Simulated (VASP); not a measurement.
# Be (P-62m) in VASP: notebook

The runs below take Be through single point, with PBEsol.

Everything below comes from runs of VASP 6.6.1. Logs are shortened: lines on timing, memory, paths and dates and some standing lists are left out, and cuts for length are marked.

### 1 The cell of the first run

The structure is hexagonal, space group P-62m (No. 189). The conventional cell has a = 4.791 Å, b = 4.791 Å, c = 2.588 Å, α = 90.00°, β = 90.00°, γ = 120.00°. Within 3.4 Å of Be (site symmetry m2m) lie 8 Be at 2.59 to 2.77 Å.

This isn't the form of Be at room conditions, which is hcp.

### 2 Single point, PBEsol (Sr replaced by Be, lengths x 0.695, strained)

INCAR reads:

```
SYSTEM = Be
PREC     = Accurate       ! precision mode
ENCUT    = 520            ! plane-wave cutoff, eV
EDIFF    = 1E-7           ! SCF threshold, eV
ISMEAR   = 0              ! smearing method
SIGMA    = 0.1            ! smearing width, eV
LREAL    = .False.        ! projectors in reciprocal space
LASPH    = .True.         ! aspherical terms in the spheres
NELM     = 60             ! most SCF steps
ALGO     = Fast           ! electronic algorithm
ISIF     = 2              ! what is computed and relaxed
LWAVE    = .False.        ! write WAVECAR
LCHARG   = .True.         ! write CHGCAR
GGA      = PS             ! functional
LELF     = .True.         ! ELF
LVHAR    = .True.       
NBANDS   = 10             ! bands
```

KPOINTS reads:

```
Automatic mesh
0
Gamma
  6 6 8
  0 0 0
```

POSCAR reads:

```
Be
1.0
    4.7906666376      0.0000000000      0.0000000000
   -2.3953333187      4.1488390091      0.0000000000
    0.0000000000      0.0000000000      2.5876503659
Be
3
Direct
    0.0000000000      0.6657832900      0.0000000000
    0.3342167100      0.3342167100      0.0000000000
    0.6657832900      0.0000000000      0.0000000000
```

Potentials or basis: VASP PAW PBE potentials, release 64 (Be).

On the command line:

```bash
$ cat potpaw_PBE.64/Be/POTCAR > POTCAR
$ mpirun -np 1 vasp_std > vasp.out
```

OUTCAR:

```text
SYSTEM = Be
   PREC = Accurate
   ENCUT = 520
   EDIFF = 1E-7
   ISMEAR = 0
   LREAL = .False.
   LASPH = .True.
   NELM = 60
   ISIF = 2
   GGA = PS

 ion  position               nearest neighbor table
   1  0.000  0.666  0.000-
   2  0.334  0.334  0.000-
   3  0.666  0.000  0.000-

  LATTYP: Found a hexagonal cell.
 ALAT       =     4.7906666376
 C/A-ratio  =     0.5401441097

  Lattice vectors:

 A1 = (   4.7906666376,   0.0000000000,   0.0000000000)
 A2 = (  -2.3953333187,   4.1488390091,   0.0000000000)
 A3 = (   0.0000000000,   0.0000000000,   2.5876503659)

Analysis of symmetry for initial positions (statically):
=====================================================================
 Subroutine PRICEL returns:
 Original cell was already a primitive cell.

 Routine SETGRP: Setting up the symmetry group for a
 hexagonal supercell.

 Subroutine GETGRP returns: Found 12 space group operations
 (whereof 12 operations were pure point group operations)
 out of a pool of 24 trial point group operations.

The static configuration has the point symmetry D_3h.

Analysis of symmetry for dynamics (positions and initial velocities):
=====================================================================
 Subroutine PRICEL returns:
 Original cell was already a primitive cell.

 Routine SETGRP: Setting up the symmetry group for a
 hexagonal supercell.

 Subroutine GETGRP returns: Found 12 space group operations
 (whereof 12 operations were pure point group operations)
 out of a pool of 24 trial point group operations.

The dynamic configuration has the point symmetry D_3h.

 Subroutine INISYM returns: Found 12 space group operations
 (whereof 12 operations are pure point group operations),
 and found     1 'primitive' translations

----------------------------------------------------------------------------------------

                                     Primitive cell

  volume of cell :      51.4314

  direct lattice vectors                    reciprocal lattice vectors
     4.790666638  0.000000000  0.000000000     0.208739216  0.120515643  0.000000000
    -2.395333319  4.148839009  0.000000000     0.000000000  0.241031286  0.000000000
     0.000000000  0.000000000  2.587650366     0.000000000  0.000000000  0.386450972

  length of vectors
[... 85 lines left out ...]
   LREAL  =      F    real-space projection
   EDIFFG = 0.1E-05   stopping-criterion for IOM
   NSW    =      0    number of steps for IOM
   IBRION =     -1    ionic relax: 0-MD 1-quasi-New 2-CG
   NFREE  =      0    steps in history (QN), initial steepest desc. (CG)
   ISIF   =      2    stress and relaxation
   ISYM   =      2    0-nonsym 1-usesym 2-fastsym
   POTIM  = 0.5000    time-step for ionic-motion
   TEBEG  =    0.0;   TEEND  =   0.0 temperature during run
   PSTRESS=    0.0 pullay stress
   NELECT =       6.0000    total number of electrons
   NUPDOWN=      -1.0000    fix difference up-down
   EMIN   =  10.00;   EMAX   =-10.00  energy-range for DOS
   EFERMI =   0.00;   METHOD = LEGACY
   ISMEAR =     0;   SIGMA  =   0.10  broadening in eV -4-tet -1-fermi 0-gaus
   EFERMI_NEDOS =   21; number of points for ismear=-14 and -15
   IALGO  =     68    algorithm
   IMIX   =      4    mixing-type and parameters
     AMIX     =   0.40;   BMIX     =  1.00
     AMIX_MAG =   1.60;   BMIX_MAG =  1.00
  volume/ion in A,a.u.               =      17.14       115.69
  Fermi-wavevector in a.u.,A,eV,Ry     =   0.799925  1.511639  8.706093  0.639880
  Thomas-Fermi vector in A             =   1.907122
   LORBIT       =      0    0 simple, 1 ext, 2 COOP (PROOUT), +10 PAW based schemes
   GGA     = PS    functional components
   LHFCALC =     F    Hartree Fock is set to
   AEXX    =    0.0000 exact exchange contribution
   IVDW    =     0    specifies the selected vdW correction
   LEPSILON=     F    determine dielectric tensor
   LRPA    =     F    only Hartree local field effects (RPA)
 non-spin polarized calculation
 RMM-DIIS sequential band-by-band and
 Gauss-broadening in eV      SIGMA  =   0.10
  energy-cutoff  :      520.00
  volume of cell :       51.43
 maximum number of plane-waves:      1426
 NGX is ok and might be reduce to    36
   NGX = 17   NGY = 17   NGZ =  9

 number of electron       6.0000000 magnetization

 Free energy of the ion-electron system (eV)
  ---------------------------------------------------
  ext. energy  EPLUGINS =         0.00000000
  ---------------------------------------------------
  free energy    TOTEN  =        -7.58565688 eV

  energy without entropy =       -7.57945568  energy(sigma->0) =       -7.58255628

 E-fermi :   1.7435     XC(G=0):  -8.3131

 val. band max:        1.6948582108   @ k =   0.3333   0.1667   0.5000
 cond. band min:       1.7846686281   @ k =   0.3333  -0.0000   0.2500
 fundamental gap:      0.0898104173
 Fermi energy:         1.7435233668

 k-point     1 :       0.0000    0.0000    0.0000
  band No.  band energies     occupation
      1      -5.4593      2.00000
      2       1.5287      1.99762
      3       1.5532      1.99289
      4       1.5532      1.99289
      5       1.5778      1.98089
      6       2.6482      0.00000
      7       2.6482      0.00000
      8      10.9768      0.00000
      9      12.0354      0.00000
     10      12.0354      0.00000
[... 287 lines left out ...]
 k-point    24 :       0.3333   -0.0000    0.3750
  band No.  band energies     occupation
      1      -2.0001      2.00000
      2       0.3563      2.00000
      3       2.2389      0.00000
      4       2.5934      0.00000
      5       2.7462      0.00000
      6       4.1424      0.00000
      7       7.1154      0.00000
      8       7.4895      0.00000
      9       9.1253      0.00000
     10       9.9046      0.00000

 [... further k-points ...]
[... 5 lines left out ...]
  --------------------------------------------------------------------------------------
  -------------------------------------------------------------------------------------
  Total       -7.2084227     -7.2084227     -4.1746892     -0.0000000      0.0000000     -0.0000000
  in kB     -224.5549848   -224.5549848   -130.0488745     -0.0000000      0.0000000     -0.0000000
  external PRESSURE =    -193.0529480 kB  Pullay stress =       0.0000000 kB

 VOLUME and BASIS-vectors are now :
 -----------------------------------------------------------------------------
  energy-cutoff  :      520.00
  volume of cell :       51.43
      direct lattice vectors                 reciprocal lattice vectors
     4.790666638  0.000000000  0.000000000     0.208739216  0.120515643  0.000000000
    -2.395333319  4.148839009  0.000000000     0.000000000  0.241031286  0.000000000
     0.000000000  0.000000000  2.587650366     0.000000000  0.000000000  0.386450972

 POSITION                                       TOTAL-FORCE (eV/Angst)
 -----------------------------------------------------------------------------------
     -1.59477      2.76223      0.00000         0.000999     -0.001731     -0.000000
      0.80056      1.38661      0.00000         0.000999      0.001731      0.000000
      3.18955      0.00000      0.00000        -0.001998     -0.000000     -0.000000
 -----------------------------------------------------------------------------------
    total drift:                                0.000000      0.000000     -0.000000

  FREE ENERGIE OF THE ION-ELECTRON SYSTEM (eV)
  ---------------------------------------------------
  free  energy   TOTEN  =        -7.5856568823 eV

  energy  without entropy=       -7.5794556759  energy(sigma->0) =       -7.58255628
```

OSZICAR:

```text
N       E                     dE             d eps       ncg     rms          rms(c)
DAV:   1    -0.160621670316E+01   -0.16062E+01   -0.20482E+03   700   0.449E+02
DAV:   2    -0.744476608100E+01   -0.58385E+01   -0.53471E+01  1008   0.506E+01
DAV:   3    -0.759731799294E+01   -0.15255E+00   -0.14876E+00   950   0.631E+00
DAV:   4    -0.759784490261E+01   -0.52691E-03   -0.52674E-03   976   0.383E-01
DAV:   5    -0.759784600592E+01   -0.11033E-05   -0.11033E-05   942   0.177E-02    0.101E+00
RMM:   6    -0.759044661439E+01    0.73994E-02   -0.17779E-03   719   0.371E-01    0.618E-01
RMM:   7    -0.758564162988E+01    0.48050E-02   -0.60678E-03   759   0.599E-01    0.348E-02
RMM:   8    -0.758565008075E+01   -0.84509E-05   -0.40626E-04   799   0.210E-01    0.601E-03
RMM:   9    -0.758565566583E+01   -0.55851E-05   -0.53614E-05   821   0.503E-02    0.241E-03
RMM:  10    -0.758565678006E+01   -0.11142E-05   -0.54640E-06   845   0.227E-02    0.145E-03
RMM:  11    -0.758565692106E+01   -0.14100E-06   -0.98266E-07   834   0.560E-03    0.344E-04
RMM:  12    -0.758565688233E+01    0.38730E-07   -0.10657E-07   743   0.282E-03
   1 F= -.75856569E+01 E0= -.75825563E+01  d E =-.620121E-02
```

stdout:

```text
POSCAR found type information on POSCAR Be
 POSCAR found :  1 types and       3 ions
 scaLAPACK will be used
 -----------------------------------------------------------------------------
|                                                                             |
|                                                                             |
|     You enforced a specific xc type in the INCAR file but a different       |
|     I HOPE YOU KNOW WHAT YOU ARE DOING!                                     |
|                                                                             |
 -----------------------------------------------------------------------------

 LDA part: xc-table for (Slater+PW92), standard interpolation
 POSCAR, INCAR and KPOINTS ok, starting setup
 FFT: planning ... GRIDC
 FFT: planning ... GRID_SOFT
 FFT: planning ... GRID
 WAVECAR not read
 entering main loop
```

Wall time 11 s (1 thread of Intel Xeon Platinum 8259CL at 2.50GHz (Skylake/Cascade Lake), shared host); peak memory 0.15 GiB.

Results:

* Free energy: -7.5857 eV
* Pressure: -19.3 GPa
* Band gap on the k mesh: zero (bands 3 and 4 overlap by 3.36 eV)

Levels at points of the mesh, in eV from the Fermi level:
| k point | band 1 | band 2 | band 3 | band 4 | band 5 | band 6 |
| --- | --- | --- | --- | --- | --- | --- |
| (0.00, 0.00, 0.00) | -7.20 | -0.21 | -0.19 | -0.19 | -0.17 | 0.90 |
| (0.50, 0.00, 0.00) | -5.37 | -5.36 | -2.26 | -1.00 | 5.11 | 5.14 |
| (0.00, 0.00, 0.50) | -2.75 | -2.20 | 2.36 | 2.36 | 3.11 | 3.14 |
| (0.50, 0.00, 0.50) | -0.84 | -0.82 | -0.73 | -0.72 | 1.14 | 1.51 |

Caveat: the cell differs from its parent crystal (Sr replaced by Be, lengths x 0.695, strained); the cell stands under tension; the PAW data sets were made with another functional, which shifts forces and pressure a little.

### 3 Single point, PBEsol (Sr replaced by Be, lengths x 0.695, strained)

INCAR reads:

```
SYSTEM = Be
PREC = Accurate ; ENCUT = 520
EDIFF = 1E-7 ; ISMEAR = 0
SIGMA = 0.1 ; LREAL = .FALSE.
LASPH = .TRUE. ; NELM = 60
ALGO = Normal ; ISIF = 2
LWAVE = .FALSE. ; LCHARG = .FALSE.
GGA = PS ; NBANDS = 10
```

KPOINTS reads:

```
Automatic mesh
0
G
  12 12 16
  0 0 0
```

POSCAR is that of step 2.

Potentials or basis: VASP PAW PBE potentials, release 64 (Be).

On the command line:

```bash
$ cat potpaw_PBE.64/Be/POTCAR > POTCAR
$ mpirun -np 1 vasp_std > vasp.out
```

OUTCAR:

```text
SYSTEM = Be
   PREC = Accurate
   ENCUT = 520
   EDIFF = 1E-7
   ISMEAR = 0
   LREAL = .FALSE.
   LASPH = .TRUE.
   NELM = 60
   ISIF = 2
   GGA = PS

 ion  position               nearest neighbor table
   1  0.000  0.666  0.000-
   2  0.334  0.334  0.000-
   3  0.666  0.000  0.000-

  LATTYP: Found a hexagonal cell.
 ALAT       =     4.7906666376
 C/A-ratio  =     0.5401441097

  Lattice vectors:

 A1 = (   4.7906666376,   0.0000000000,   0.0000000000)
 A2 = (  -2.3953333187,   4.1488390091,   0.0000000000)
 A3 = (   0.0000000000,   0.0000000000,   2.5876503659)

Analysis of symmetry for initial positions (statically):
=====================================================================
 Subroutine PRICEL returns:
 Original cell was already a primitive cell.

 Routine SETGRP: Setting up the symmetry group for a
 hexagonal supercell.

 Subroutine GETGRP returns: Found 12 space group operations
 (whereof 12 operations were pure point group operations)
 out of a pool of 24 trial point group operations.

The static configuration has the point symmetry D_3h.

Analysis of symmetry for dynamics (positions and initial velocities):
=====================================================================
 Subroutine PRICEL returns:
 Original cell was already a primitive cell.

 Routine SETGRP: Setting up the symmetry group for a
 hexagonal supercell.

 Subroutine GETGRP returns: Found 12 space group operations
 (whereof 12 operations were pure point group operations)
 out of a pool of 24 trial point group operations.

The dynamic configuration has the point symmetry D_3h.

 Subroutine INISYM returns: Found 12 space group operations
 (whereof 12 operations are pure point group operations),
 and found     1 'primitive' translations

----------------------------------------------------------------------------------------

[... 115 lines left out ...]
  volume/ion in A,a.u.               =      17.14       115.69
  Fermi-wavevector in a.u.,A,eV,Ry     =   0.799925  1.511639  8.706093  0.639880
  Thomas-Fermi vector in A             =   1.907122
   LORBIT       =      0    0 simple, 1 ext, 2 COOP (PROOUT), +10 PAW based schemes
   GGA     = PS    functional components
   LHFCALC =     F    Hartree Fock is set to
   AEXX    =    0.0000 exact exchange contribution
   IVDW    =     0    specifies the selected vdW correction
   LEPSILON=     F    determine dielectric tensor
   LRPA    =     F    only Hartree local field effects (RPA)
 non-spin polarized calculation
 Gauss-broadening in eV      SIGMA  =   0.10
  energy-cutoff  :      520.00
  volume of cell :       51.43
 maximum number of plane-waves:      1426
 NGX is ok and might be reduce to    36
   NGX = 17   NGY = 17   NGZ =  9

 number of electron       6.0000000 magnetization

 Free energy of the ion-electron system (eV)
  ---------------------------------------------------
  ext. energy  EPLUGINS =         0.00000000
  ---------------------------------------------------
  free energy    TOTEN  =        -7.56627509 eV

  energy without entropy =       -7.55982874  energy(sigma->0) =       -7.56305192

 E-fermi :   1.7664     XC(G=0):  -8.3132

 val. band max:        1.7542560532   @ k =   0.0833  -0.0000   0.2500
 cond. band min:       1.7757749927   @ k =   0.2500   0.0833   0.1250
 fundamental gap:      0.0215189395
 Fermi energy:         1.7663751917

 k-point     1 :       0.0000    0.0000    0.0000
  band No.  band energies     occupation
      1      -5.4593      2.00000
      2       1.5295      1.99919
      3       1.5536      1.99738
      4       1.5536      1.99738
      5       1.5779      1.99233
      6       2.6473      0.00000
      7       2.6473      0.00000
      8      10.9758      0.00000
      9      12.0352      0.00000
     10      12.0352      0.00000
[... 287 lines left out ...]
 k-point    24 :       0.3333   -0.0000    0.0625
  band No.  band energies     occupation
      1      -4.5664      2.00000
      2      -2.1249      2.00000
      3      -0.2076      2.00000
      4       0.9635      2.00000
      5       5.0905      0.00000
      6       5.1985      0.00000
      7       7.2136      0.00000
      8       8.8183      0.00000
      9       9.8232      0.00000
     10      11.1640      0.00000

 [... further k-points ...]
[... 5 lines left out ...]
  --------------------------------------------------------------------------------------
  -------------------------------------------------------------------------------------
  Total       -7.3628923     -7.3628923     -3.8570647     -0.0000000      0.0000000      0.0000000
  in kB     -229.3669835   -229.3669835   -120.1543156     -0.0000000      0.0000000      0.0000000
  external PRESSURE =    -192.9627609 kB  Pullay stress =       0.0000000 kB

 VOLUME and BASIS-vectors are now :
 -----------------------------------------------------------------------------
  energy-cutoff  :      520.00
  volume of cell :       51.43
      direct lattice vectors                 reciprocal lattice vectors
     4.790666638  0.000000000  0.000000000     0.208739216  0.120515643  0.000000000
    -2.395333319  4.148839009  0.000000000     0.000000000  0.241031286  0.000000000
     0.000000000  0.000000000  2.587650366     0.000000000  0.000000000  0.386450972

 POSITION                                       TOTAL-FORCE (eV/Angst)
 -----------------------------------------------------------------------------------
     -1.59477      2.76223      0.00000         0.001792     -0.003104     -0.000000
      0.80056      1.38661      0.00000         0.001792      0.003104      0.000000
      3.18955      0.00000      0.00000        -0.003584      0.000000     -0.000000
 -----------------------------------------------------------------------------------
    total drift:                                0.000000      0.000000     -0.000000

  FREE ENERGIE OF THE ION-ELECTRON SYSTEM (eV)
  ---------------------------------------------------
  free  energy   TOTEN  =        -7.5662750892 eV

  energy  without entropy=       -7.5598287428  energy(sigma->0) =       -7.56305192
```

OSZICAR:

```text
N       E                     dE             d eps       ncg     rms          rms(c)
DAV:   1    -0.153342488249E+01   -0.15334E+01   -0.20511E+03  3420   0.447E+02
DAV:   2    -0.740510439949E+01   -0.58717E+01   -0.56378E+01  4704   0.505E+01
DAV:   3    -0.757817495839E+01   -0.17307E+00   -0.16905E+00  4720   0.665E+00
DAV:   4    -0.757877280266E+01   -0.59784E-03   -0.59761E-03  4804   0.418E-01
DAV:   5    -0.757877395214E+01   -0.11495E-05   -0.11492E-05  4572   0.173E-02    0.101E+00
DAV:   6    -0.757120606238E+01    0.75679E-02   -0.23197E-03  4094   0.374E-01    0.621E-01
DAV:   7    -0.756630317582E+01    0.49029E-02   -0.65668E-03  3776   0.626E-01    0.316E-02
DAV:   8    -0.756627467712E+01    0.28499E-04   -0.56704E-05  4840   0.456E-02    0.632E-03
DAV:   9    -0.756627409466E+01    0.58245E-06   -0.13868E-06  4350   0.767E-03    0.159E-03
DAV:  10    -0.756627488929E+01   -0.79463E-06   -0.14067E-07  4250   0.199E-03    0.323E-04
DAV:  11    -0.756627502119E+01   -0.13190E-06   -0.78861E-09  2496   0.563E-04    0.133E-04
DAV:  12    -0.756627508916E+01   -0.67973E-07   -0.14845E-09  2418   0.209E-04
   1 F= -.75662751E+01 E0= -.75630519E+01  d E =-.644635E-02
```

Run time: 42 s. Hardware: 1 thread of Intel Xeon Platinum 8259CL at 2.50GHz (Skylake/Cascade Lake), shared host; peak memory 0.21 GiB.

Results:

* Free energy: -7.5663 eV
* Pressure: -19.3 GPa
* Largest force: 0.004 eV/Å
* Band gap on the k mesh: zero (bands 3 and 4 overlap by 3.36 eV)

Forces in eV/Å, atoms in the order of the input:
```
Be   0.002 -0.003  0.000
Be   0.002  0.003  0.000
Be  -0.004  0.000  0.000
```

Levels at points of the mesh, in eV from the Fermi level:
| k point | band 1 | band 2 | band 3 | band 4 | band 5 | band 6 |
| --- | --- | --- | --- | --- | --- | --- |
| (0.00, 0.00, 0.00) | -7.23 | -0.24 | -0.21 | -0.21 | -0.19 | 0.88 |
| (0.50, 0.00, 0.00) | -5.39 | -5.38 | -2.28 | -1.02 | 5.08 | 5.11 |
| (0.00, 0.00, 0.50) | -2.78 | -2.22 | 2.33 | 2.33 | 3.09 | 3.11 |
| (0.50, 0.00, 0.50) | -0.87 | -0.85 | -0.75 | -0.74 | 1.12 | 1.49 |

Caveat: the cell differs from its parent crystal (Sr replaced by Be, lengths x 0.695, strained); the cell stands under tension; the PAW data sets were made with another functional, which shifts forces and pressure a little.
